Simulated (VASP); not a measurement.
# C (P6_3/mmc) in VASP: a series of runs

Runs on C. Level: r2SCAN. Tasks: single point, relaxation of cell and atoms.

Everything below comes from runs of VASP 6.6.1. Logs are shortened: lines on timing, memory, paths and dates and some standing lists are left out, and cuts for length are marked.

### Step 1. The cell of the first run

The structure is hexagonal, space group P6_3/mmc (No. 194). Conventional cell: a = 2.535 Å, b = 2.535 Å, c = 8.362 Å, α = 90.00°, β = 90.00°, γ = 120.00°. C (site symmetry 3m) has 4 C at 1.55 Å within 2.1 Å. Within 2.1 Å of C (site symmetry 3m) lie 4 C at 1.55 to 1.58 Å.

### Step 2. Single point, r2SCAN (5.82 Å³/atom)

Contents of POSCAR:

```
C
1.0
    2.5348102524      0.0000000000      0.0000000000
   -1.2674051262      2.1952100723      0.0000000000
    0.0000000000      0.0000000000      8.3615278580
C
8
Direct
    0.0000000000      0.0000000000      0.0929429500
    0.0000000000      0.0000000000      0.5929429500
    0.0000000000      0.0000000000      0.4070570500
    0.0000000000      0.0000000000      0.9070570500
    0.3333333333      0.6666666667      0.1554526013
    0.6666666667      0.3333333333      0.6554526013
    0.3333333333      0.6666666667      0.3445473987
    0.6666666667      0.3333333333      0.8445473987
```

Contents of INCAR.step1:

```
SYSTEM = C
  ALGO = Normal
  EDIFF = 1E-4
  ENCUT = 520
  GGA = PE
  ISMEAR = 0
  LASPH = .True.
  LCHARG = .False.
  LREAL = .False.
  LWAVE = .True.
  NBANDS = 26
  NELM = 60
  PREC = Accurate
  SIGMA = 0.02
```

Contents of INCAR.step2:

```
SYSTEM = C
  ALGO = Normal
  EDIFF = 1E-6
  ENCUT = 520
  ISIF = 2
  ISMEAR = 0
  ISTART = 1
  LASPH = .True.
  LCHARG = .False.
  LMIXTAU = .True.
  LREAL = .False.
  LWAVE = .False.
  METAGGA = R2SCAN
  NBANDS = 26
  NELM = 60
  PREC = Accurate
  SIGMA = 0.02
```

Contents of KPOINTS:

```
k-points
0
Gamma
  12 12 4
  0 0 0
```

Potentials or basis: VASP PAW PBE potentials, release 64 (C).

Command:

```bash
cat potpaw_PBE.64/C/POTCAR > POTCAR
cp INCAR.step1 INCAR
mpirun -np 1 vasp_std > vasp.out
cp INCAR.step2 INCAR
mpirun -np 1 vasp_std > vasp.out
```

OUTCAR:

```text
SYSTEM = C
   EDIFF = 1E-6
   ENCUT = 520
   ISIF = 2
   ISMEAR = 0
   ISTART = 1
   LASPH = .True.
   LREAL = .False.
   METAGGA = R2SCAN
   NELM = 60
   PREC = Accurate

 ion  position               nearest neighbor table
   1  0.000  0.000  0.093-   5 1.55   5 1.55   5 1.55   4 1.55
   2  0.000  0.000  0.593-   6 1.55   6 1.55   6 1.55   3 1.55
   3  0.000  0.000  0.407-   7 1.55   7 1.55   7 1.55   2 1.55
   4  0.000  0.000  0.907-   8 1.55   8 1.55   8 1.55   1 1.55
   5  0.333  0.667  0.155-   1 1.55   1 1.55   1 1.55   7 1.58
   6  0.667  0.333  0.655-   2 1.55   2 1.55   2 1.55   8 1.58
   7  0.333  0.667  0.345-   3 1.55   3 1.55   3 1.55   5 1.58
   8  0.667  0.333  0.845-   4 1.55   4 1.55   4 1.55   6 1.58

  LATTYP: Found a hexagonal cell.
 ALAT       =     2.5348102524
 C/A-ratio  =     3.2986799900

  Lattice vectors:

 A1 = (   2.5348102524,   0.0000000000,   0.0000000000)
 A2 = (  -1.2674051262,   2.1952100723,   0.0000000000)
 A3 = (   0.0000000000,   0.0000000000,   8.3615278580)

Analysis of symmetry for initial positions (statically):
=====================================================================
 Subroutine PRICEL returns:
 Original cell was already a primitive cell.

 Routine SETGRP: Setting up the symmetry group for a
 hexagonal supercell.

 Subroutine GETGRP returns: Found 24 space group operations
 (whereof 12 operations were pure point group operations)
 out of a pool of 24 trial point group operations.

The static configuration has the point symmetry D_3d.
 The point group associated with its full space group is D_6h.

Analysis of symmetry for dynamics (positions and initial velocities):
=====================================================================
 Subroutine PRICEL returns:
 Original cell was already a primitive cell.

 Routine SETGRP: Setting up the symmetry group for a
 hexagonal supercell.

 Subroutine GETGRP returns: Found 24 space group operations
 (whereof 12 operations were pure point group operations)
 out of a pool of 24 trial point group operations.

The dynamic configuration has the point symmetry D_3d.
 The point group associated with its full space group is D_6h.

 Subroutine INISYM returns: Found 24 space group operations
 (whereof 12 operations are pure point group operations),
 and found     1 'primitive' translations

----------------------------------------------------------------------------------------

                                     Primitive cell

  volume of cell :      46.5272

  direct lattice vectors                    reciprocal lattice vectors
     2.534810252  0.000000000  0.000000000     0.394506847  0.227768634  0.000000000
    -1.267405126  2.195210072  0.000000000     0.000000000  0.455537268  0.000000000
     0.000000000  0.000000000  8.361527858     0.000000000  0.000000000  0.119595368

  length of vectors
     2.534810252  2.534810252  8.361527858     0.455537268  0.455537268  0.119595368

  position of ions in fractional coordinates (direct lattice)
     0.000000000  0.000000000  0.092942950
     0.000000000  0.000000000  0.592942950
     0.000000000  0.000000000  0.407057050
     0.000000000  0.000000000  0.907057050
     0.333333333  0.666666667  0.155452601
     0.666666667  0.333333333  0.655452601
     0.333333333  0.666666667  0.344547399
     0.666666667  0.333333333  0.844547399

  ion indices of the primitive-cell ions
   primitive index   ion index
                 1           1
                 2           2
                 3           3
                 4           4
                 5           5
                 6           6
                 7           7
                 8           8

----------------------------------------------------------------------------------------

 KPOINTS: k-points

Automatic generation of k-mesh.
 Grid dimensions read from file:
 generate k-points for:   12   12    4

 Generating k-lattice:

  Cartesian coordinates                     Fractional coordinates (reciprocal lattice)
     0.032875571  0.018980720  0.000000000     0.083333333  0.000000000  0.000000000
     0.000000000  0.037961439  0.000000000     0.000000000  0.083333333  0.000000000
     0.000000000  0.000000000  0.029898842     0.000000000  0.000000000  0.250000000

  Length of vectors
     0.037961439  0.037961439  0.029898842

  Shift w.r.t. Gamma in fractional coordinates (k-lattice)
     0.000000000  0.000000000  0.000000000

 Subroutine IBZKPT returns following result:
 ===========================================

 Found     57 irreducible k-points:

 Following reciprocal coordinates:
            Coordinates               Weight
  0.000000  0.000000  0.000000      1.000000
  0.083333  0.000000  0.000000      6.000000
  0.166667  0.000000  0.000000      6.000000
  0.250000  0.000000  0.000000      6.000000
  0.333333  0.000000  0.000000      6.000000
  0.416667  0.000000  0.000000      6.000000
[... 16 lines left out ...]
  0.250000  0.000000  0.250000     12.000000
  0.333333  0.000000  0.250000     12.000000
 [... further k-points ...]
   k-points           NKPTS =     57   k-points in BZ     NKDIM =     57   number of bands    NBANDS=     26
   number of dos      NEDOS =    301   number of ions     NIONS =      8
   total plane-waves  NPLWV =  25600
   dimension x,y,z NGX =    20 NGY =   20 NGZ =   64
   dimension x,y,z NGXF=    40 NGYF=   40 NGZF=  128
   ions per type =               8
   NGX,Y,Z   is equivalent  to a cutoff of  13.12, 13.12, 12.72 a.u.
   NGXF,Y,Z  is equivalent  to a cutoff of  26.23, 26.23, 25.45 a.u.
 SYSTEM =  C
   PREC   = accura    normal or accurate (medium, high low for compatibility)
   ISTART =      1    job   : 0-new  1-cont  2-samecut
   ICHARG =      0    charge: 1-file 2-atom 10-const
   ISPIN  =      1    spin polarized calculation?
   LNONCOLLINEAR =      F non collinear calculations
   LSORBIT =      F    spin-orbit coupling
   LASPH  =      T    aspherical Exc in radial PAW
   ENCUT  =  520.0 eV  38.22 Ry    6.18 a.u.   4.71  4.71 15.55*2*pi/ulx,y,z
   NELM   =     60;   NELMIN=  2; NELMDL=  0     # of ELM steps
   EDIFF  = 0.1E-05   stopping-criterion for ELM
   LREAL  =      F    real-space projection
   EDIFFG = 0.1E-04   stopping-criterion for IOM
   NSW    =      0    number of steps for IOM
   IBRION =     -1    ionic relax: 0-MD 1-quasi-New 2-CG
   NFREE  =      0    steps in history (QN), initial steepest desc. (CG)
   ISIF   =      2    stress and relaxation
   ISYM   =      2    0-nonsym 1-usesym 2-fastsym
   POTIM  = 0.5000    time-step for ionic-motion
   TEBEG  =    0.0;   TEEND  =   0.0 temperature during run
   PSTRESS=    0.0 pullay stress
   NELECT =      32.0000    total number of electrons
   NUPDOWN=      -1.0000    fix difference up-down
   EMIN   =  10.00;   EMAX   =-10.00  energy-range for DOS
   EFERMI =   0.00;   METHOD = LEGACY
   ISMEAR =     0;   SIGMA  =   0.02  broadening in eV -4-tet -1-fermi 0-gaus
   EFERMI_NEDOS =   21; number of points for ismear=-14 and -15
   IALGO  =     38    algorithm
   IMIX   =      4    mixing-type and parameters
     AMIX     =   0.40;   BMIX     =  1.00
     AMIX_MAG =   1.60;   BMIX_MAG =  1.00
  volume/ion in A,a.u.               =       5.82        39.25
  Fermi-wavevector in a.u.,A,eV,Ry     =   1.445071  2.730788 28.412085  2.088229
  Thomas-Fermi vector in A             =   2.563294
   LORBIT       =      0    0 simple, 1 ext, 2 COOP (PROOUT), +10 PAW based schemes
   METAGGA = R2SCAN    functional components
   LHFCALC =     F    Hartree Fock is set to
   AEXX    =    0.0000 exact exchange contribution
   IVDW    =     0    specifies the selected vdW correction
   LEPSILON=     F    determine dielectric tensor
   LRPA    =     F    only Hartree local field effects (RPA)
 non-spin polarized calculation
 Gauss-broadening in eV      SIGMA  =   0.02
  energy-cutoff  :      520.00
  volume of cell :       46.53
 maximum number of plane-waves:      1279
 NGX is ok and might be reduce to    20
   NGX =  9   NGY =  9   NGZ = 31

 number of electron      31.9999995 magnetization

 Free energy of the ion-electron system (eV)
  ---------------------------------------------------
  ext. energy  EPLUGINS =         0.00000000
  ---------------------------------------------------
  free energy    TOTEN  =       -78.50233572 eV

  energy without entropy =      -78.50233572  energy(sigma->0) =      -78.50233572

 E-fermi :   9.6153     XC(G=0): -14.1181

 val. band max:        9.4789971325   @ k =   0.0000   0.0000   0.0000
 cond. band min:      14.1800380437   @ k =   0.4167   0.0000   0.0000
 fundamental gap:      4.7010409112
 Fermi energy:         9.6152920882

 k-point     1 :       0.0000    0.0000    0.0000
  band No.  band energies     occupation
      1     -13.0133      2.00000
      2     -11.3343      2.00000
      3     -11.2168      2.00000
      4      -7.3215      2.00000
      5      -4.4124      2.00000
      6       2.3333      2.00000
[... 18 lines left out ...]
     25      17.8597      0.00000
     26      17.9117      0.00000

 k-point     2 :       0.0833    0.0000    0.0000
  band No.  band energies     occupation
      1     -12.8368      2.00000
      2     -11.1604      2.00000
      3     -11.0437      2.00000
      4      -7.1612      2.00000
      5      -4.2540      2.00000
      6       2.4169      2.00000
[... 18 lines left out ...]
     25      18.3829      0.00000
     26      18.5644      0.00000

 k-point     3 :       0.1667    0.0000    0.0000
  band No.  band energies     occupation
      1     -12.3095      2.00000
      2     -10.6412      2.00000
      3     -10.5273      2.00000
      4      -6.6833      2.00000
      5      -3.7953      2.00000
      6       2.5698      2.00000
[... 572 lines left out ...]
 k-point    23 :       0.2500    0.0000    0.2500
  band No.  band energies     occupation
      1     -11.3309      2.00000
      2     -10.4734      2.00000
      3      -8.7982      2.00000
      4      -6.5651      2.00000
      5      -2.3095      2.00000
      6       0.6903      2.00000
[... 18 lines left out ...]
     25      20.0786      0.00000
     26      21.5491      0.00000

 k-point    24 :       0.3333    0.0000    0.2500
  band No.  band energies     occupation
      1     -10.1372      2.00000
      2      -9.2948      2.00000
      3      -7.6589      2.00000
      4      -5.4927      2.00000
      5      -2.2709      2.00000
      6      -1.1284      2.00000
[... 18 lines left out ...]
     25      20.3653      0.00000
     26      22.0401      0.00000

 [... further k-points ...]

------------------------ aborting loop because EDIFF is reached ----------------------------------------

  FORCE on cell =-STRESS in cart. coord.  units (eV):
  Direction    XX          YY          ZZ          XY          YZ          ZX
  --------------------------------------------------------------------------------------
  -------------------------------------------------------------------------------------
  Total       -3.3857815     -3.3857815     -3.3683406      0.0000000     -0.0000000      0.0000000
  in kB     -116.5902759   -116.5902759   -115.9896938      0.0000000     -0.0000000      0.0000000
  external PRESSURE =    -116.3900819 kB  Pullay stress =       0.0000000 kB

 VOLUME and BASIS-vectors are now :
 -----------------------------------------------------------------------------
  energy-cutoff  :      520.00
  volume of cell :       46.53
      direct lattice vectors                 reciprocal lattice vectors
     2.534810252  0.000000000  0.000000000     0.394506847  0.227768634  0.000000000
    -1.267405126  2.195210072  0.000000000     0.000000000  0.455537268  0.000000000
     0.000000000  0.000000000  8.361527858     0.000000000  0.000000000  0.119595368

 POSITION                                       TOTAL-FORCE (eV/Angst)
 -----------------------------------------------------------------------------------
      0.00000      0.00000      0.77715        -0.000000     -0.000000      0.000385
      0.00000      0.00000      4.95791         0.000000      0.000000      0.000385
      0.00000      0.00000      3.40362        -0.000000     -0.000000     -0.000385
      0.00000      0.00000      7.58438         0.000000      0.000000     -0.000385
     -0.00000      1.46347      1.29982        -0.000000     -0.000000      0.003103
      1.26741      0.73174      5.48059         0.000000      0.000000      0.003103
     -0.00000      1.46347      2.88094        -0.000000     -0.000000     -0.003103
      1.26741      0.73174      7.06171         0.000000      0.000000     -0.003103
 -----------------------------------------------------------------------------------
    total drift:                                0.000000     -0.000000     -0.000000

  FREE ENERGIE OF THE ION-ELECTRON SYSTEM (eV)
  ---------------------------------------------------
  free  energy   TOTEN  =       -78.5023357247 eV

  energy  without entropy=      -78.5023357247  energy(sigma->0) =      -78.50233572
```

Wall time 94 s (1 thread of Intel Xeon 6975P-C (Granite Rapids), shared host); peak memory 0.19 GiB.

What came out:

```
Free energy            : -78.5023 eV
Pressure               : -11.6 GPa
Largest force          : 0.003 eV/Å
Band gap on the k mesh : 4.70 eV (least direct gap 5.49 eV)
```

Forces in eV/Å, atoms in the order of the input:
```
C    0.000  0.000  0.000
C    0.000  0.000  0.000
C    0.000  0.000  0.000
C    0.000  0.000  0.000
C    0.000  0.000  0.003
C    0.000  0.000  0.003
C    0.000  0.000 -0.003
C    0.000  0.000 -0.003
```

Levels at points of the mesh, in eV from the valence-band top:
```tsv
k point	band 13	band 14	band 15	band 16	band 17	band 18	band 19	band 20
(0.00, 0.00, 0.00)	-1.80	-0.21	0.00	0.00	5.49	5.49	5.65	7.38
(0.50, 0.00, 0.00)	-5.09	-4.86	-3.78	-3.08	4.78	5.74	6.23	6.27
(0.00, 0.00, 0.50)	-0.67	-0.67	-0.67	-0.67	6.29	6.29	6.29	6.29
(0.50, 0.00, 0.50)	-4.88	-4.88	-3.79	-3.79	5.13	5.13	7.28	7.28
```

Caveat: the cell stands under tension; the PAW data sets were made with another functional, which shifts forces and pressure a little. A k mesh can miss the band edges.

[end of part 1 of 2]
